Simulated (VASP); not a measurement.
HfMg3Cu:

```
CELL_PARAMETERS angstrom
4.23954 0.00000 0.00000
0.00000 4.23954 0.00000
0.00000 0.00000 5.38044
ATOMIC_POSITIONS crystal
Mg 0.50000 0.50000 0.50000
Mg 0.00000 0.00000 0.31694
Mg 0.00000 0.00000 0.68306
Hf 0.50000 0.50000 0.00000
Cu 0.00000 0.00000 0.00000
```

The cell was generated, and may not be a known phase.

```yaml
Program: VASP 6.6.1
Task: relaxation of cell and atoms
Functional: PBE
Potentials_or_basis: VASP PAW PBE potentials, release 64 (Mg, Hf_pv, Cu)
Cutoff: 600 eV
k_mesh: 4 × 4 × 4
Occupations: gaussian, width 0.1 eV
Spin: no spin polarisation
```

At the start: pressure 28.9 GPa; volume 19.34 Å³/atom.

**Question.** How do energy, volume and symmetry change on relaxing?

**Answer.** Over 18 steps the energy falls by 2091.1 meV/atom and the volume is 22.11 Å³/atom (+14.3 %); space group P4/mmm (No. 123, to 0.1 Å) before and after.

The path:
```tsv
step	energy change (eV)	largest force (eV/Å)	pressure (GPa)	volume (Å³)
1	0.0000	4.4640	28.92	96.71
2	-8.2342	2.6832	-6.41	139.30
3	-8.4120	4.1599	-2.49	122.21
4	-8.4955	3.5749	-5.12	131.04
5	-8.5244	3.7773	-4.66	128.73
6	-9.9291	1.6139	-3.89	118.47
7	-10.2136	1.1172	-1.08	112.09
8	-10.2304	1.0336	0.09	110.19
9	-10.4121	0.5281	-0.14	109.96
10	-10.4424	0.0918	0.01	109.74
11	-10.4430	0.1520	-0.07	109.77
12	-10.4429	0.1284	-0.02	109.76
13	-10.4480	0.0833	0.08	109.70
14	-10.4526	0.0214	0.24	109.60
15	-10.4521	0.0864	0.74	109.39
16	-10.4538	0.0335	0.55	109.50
17	-10.4553	0.0105	-0.27	111.09
18	-10.4557	0.0045	0.01	110.55
```

Final structure:
```cif
data_structure
_symmetry_space_group_name_H-M 'P 1'
_symmetry_Int_Tables_number 1
_cell_length_a 3.6738
_cell_length_b 3.6738
_cell_length_c 8.1908
_cell_angle_alpha 90.000
_cell_angle_beta 90.000
_cell_angle_gamma 90.000
_cell_volume 110.55
loop_
_atom_site_label
_atom_site_type_symbol
_atom_site_fract_x
_atom_site_fract_y
_atom_site_fract_z
_atom_site_occupancy
Mg1 Mg 0.50000 0.50000 0.50000 1
Mg2 Mg 0.00000 0.00000 0.29662 1
Mg3 Mg 0.00000 0.00000 0.70338 1
Hf1 Hf 0.50000 0.50000 0.00000 1
Cu1 Cu 0.00000 0.00000 0.00000 1
```

Caveat: the k points lie up to 0.43 Å⁻¹ apart in the final cell, too coarse for converged energies and pressures of a metal; a cell axis changed by over 15 % at a fixed basis, so the end point is rough.
